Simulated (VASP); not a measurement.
# BP (F-43m) in VASP: settings compared, part 2 of 2

VASP 6.6.1. The steps go on from the part before.

## (4) Single point, PBE

File INCAR:

```
SYSTEM = BP
ALGO = Normal ; EDIFF = 1E-6
ENCUT = 520 ; GGA = PE
ISIF = 2 ; ISMEAR = 0
LASPH = .TRUE. ; LCHARG = .FALSE.
LREAL = .FALSE. ; LWAVE = .FALSE.
NBANDS = 11 ; NELM = 60
PREC = Accurate ; SIGMA = 0.025
```

File KPOINTS:

```
k-points
0
G
  10 10 10
  0 0 0
```

File POSCAR:

```
BP
1.0
    0.0000000000      2.2690000000      2.2690000000
    2.2690000000      0.0000000000      2.2690000000
    2.2690000000      2.2690000000      0.0000000000
P B
1 1
Direct
    0.7500000000      0.7500000000      0.7500000000
    0.0000000000      0.0000000000      0.0000000000
```

Potentials or basis: VASP PAW PBE potentials, release 64 (P, B).

Launch:

```console
cat potpaw_PBE.64/P/POTCAR potpaw_PBE.64/B/POTCAR > POTCAR
mpirun -np 1 vasp_std > vasp.out
```

OUTCAR:

```text
SYSTEM = BP
   EDIFF = 1E-6
   ENCUT = 520
   GGA = PE
   ISIF = 2
   ISMEAR = 0
   LASPH = .TRUE.
   LREAL = .FALSE.
   NELM = 60
   PREC = Accurate

 ion  position               nearest neighbor table
   1  0.750  0.750  0.750-   2 1.97   2 1.97   2 1.97   2 1.97
   2  0.000  0.000  0.000-   1 1.97   1 1.97   1 1.97   1 1.97

  LATTYP: Found a face centered cubic cell.
 ALAT       =     4.5380000000

  Lattice vectors:

 A1 = (   0.0000000000,   2.2690000000,   2.2690000000)
 A2 = (   2.2690000000,   0.0000000000,   2.2690000000)
 A3 = (   2.2690000000,   2.2690000000,   0.0000000000)
[... 512 lines left out ...]
      7      16.9123      0.00000
      8      16.9206      0.00000
      9      21.4338      0.00000
     10      22.6949      0.00000
     11      24.4914      0.00000

 [... further k-points ...]
[... 5 lines left out ...]
  --------------------------------------------------------------------------------------
  -------------------------------------------------------------------------------------
  Total        0.1296651      0.1296651      0.1296651     -0.0000000      0.0000000      0.0000000
  in kB        8.8920176      8.8920176      8.8920176     -0.0000000      0.0000000      0.0000000
  external PRESSURE =       8.8920176 kB  Pullay stress =       0.0000000 kB

 VOLUME and BASIS-vectors are now :
 -----------------------------------------------------------------------------
  energy-cutoff  :      520.00
  volume of cell :       23.36
      direct lattice vectors                 reciprocal lattice vectors
     0.000000000  2.269000000  2.269000000    -0.220361393  0.220361393  0.220361393
     2.269000000  0.000000000  2.269000000     0.220361393 -0.220361393  0.220361393
     2.269000000  2.269000000  0.000000000     0.220361393  0.220361393 -0.220361393

 POSITION                                       TOTAL-FORCE (eV/Angst)
 -----------------------------------------------------------------------------------
      3.40350      3.40350      3.40350         0.000000     -0.000000     -0.000000
      0.00000      0.00000      0.00000        -0.000000      0.000000      0.000000
 -----------------------------------------------------------------------------------
    total drift:                               -0.000000     -0.000000     -0.000000

  FREE ENERGIE OF THE ION-ELECTRON SYSTEM (eV)
  ---------------------------------------------------
  free  energy   TOTEN  =       -12.9304809422 eV

  energy  without entropy=      -12.9304809422  energy(sigma->0) =      -12.93048094
```

stdout:

```text
POSCAR found type information on POSCAR P B
 POSCAR found :  2 types and       2 ions
 scaLAPACK will be used
 LDA part: xc-table for (Slater+PW92), standard interpolation
 POSCAR, INCAR and KPOINTS ok, starting setup
 FFT: planning ... GRIDC
 FFT: planning ... GRID_SOFT
 FFT: planning ... GRID
 WAVECAR not read
 entering main loop
```

Wall time 5.2 s (1 thread of Intel Xeon 6975P-C, shared host); peak memory 0.13 GiB.

What came out:

| Item | Value |
| --- | --- |
| Free energy | -12.9305 eV |
| Pressure | 0.9 GPa |
| Band gap on the k mesh | 1.24 eV, indirect (least direct gap 3.40 eV) |

Levels at points of the mesh, in eV from the valence-band top:
```tsv
k point	band 1	band 2	band 3	band 4	band 5	band 6	band 7	band 8	band 9
(0.00, 0.00, 0.00)	-15.46	0.00	0.00	0.00	3.40	3.40	3.40	7.37	11.51
(0.50, 0.00, 0.00)	-12.14	-9.03	-1.76	-1.76	3.78	4.71	4.71	10.13	14.63
(0.50, 0.50, 0.00)	-10.61	-8.58	-4.11	-4.11	1.33	1.66	12.12	12.12	15.23
```

## (5) Single point, PBE+D3(BJ)

This run uses another cell than the first one, of 11.45 Å³/atom, 0.980 times its volume.

File INCAR:

```
SYSTEM = BP
  PREC = Accurate
  ENCUT = 520
  EDIFF = 1E-6
  ISMEAR = -1
  SIGMA = 0.05
  LREAL = .FALSE.
  LASPH = .TRUE.
  NELM = 60
  ALGO = Normal
  ISIF = 2
  LWAVE = .FALSE.
  LCHARG = .FALSE.
  GGA = PE
  IVDW = 12
  NBANDS = 11
```

File KPOINTS:

```
regular mesh
0
G
  10 10 10
  0 0 0
```

File POSCAR:

```
BP
1.0
    0.0000000000      2.2536459003      2.2536459003
    2.2536459003      0.0000000000      2.2536459003
    2.2536459003      2.2536459003      0.0000000000
P B
1 1
Direct
    0.7500000000      0.7500000000      0.7500000000
    0.0000000000      0.0000000000      0.0000000000
```

Launch:

```console
cat potpaw_PBE.64/P/POTCAR potpaw_PBE.64/B/POTCAR > POTCAR
mpirun -np 1 vasp_std > vasp.out
```

Run time: 5.4 s. Hardware: 1 thread of Intel Xeon 6975P-C, shared host; peak memory 0.15 GiB.

Results (log left out):

- Free energy: -13.5828 eV
- Pressure: -0.2 GPa
- Band gap on the k mesh: 1.21 eV, indirect (least direct gap 3.43 eV)
- Dispersion energy per atom: -0.330 eV

Levels at points of the mesh, in eV from the valence-band top:
| k point | band 1 | band 2 | band 3 | band 4 | band 5 | band 6 | band 7 | band 8 |
| --- | --- | --- | --- | --- | --- | --- | --- | --- |
| (0.00, 0.00, 0.00) | -15.64 | 0.00 | 0.00 | 0.00 | 3.43 | 3.43 | 3.43 | 7.69 |
| (0.50, 0.00, 0.00) | -12.24 | -9.18 | -1.78 | -1.78 | 3.90 | 4.73 | 4.73 | 10.20 |
| (0.50, 0.50, 0.00) | -10.68 | -8.69 | -4.19 | -4.19 | 1.29 | 1.64 | 12.32 | 12.32 |

## (6) Summary

| level | cell | smearing | gap on the mesh (eV) | pressure (GPa) |
| --- | --- | --- | --- | --- |
| PBE | a = 3.209 Å, angles 60.0°, 2 atoms | gaussian 0.022 eV | 1.24 | 0.9 |
| PBE | a = 3.209 Å, angles 60.0°, 2 atoms | gaussian 0.024 eV | 1.24 | 0.9 |
| PBE | a = 3.209 Å, angles 60.0°, 2 atoms | gaussian 0.025 eV | 1.24 | 0.9 |
| PBE+D3(BJ) | a = 3.187 Å, angles 60.0°, 2 atoms | fermi-dirac 0.05 eV | 1.21 | -0.2 |

Alike in all rows: task single point; potentials or basis VASP PAW PBE potentials, release 64 (P, B); no spin polarisation; k mesh 10 × 10 × 10; cutoff (eV) 520.

On the cell as given the gap runs from 1.24 eV (PBE) to 1.24 eV (PBE).

Total energies depend on the potentials used, so only differences within one code and one set of settings carry meaning.
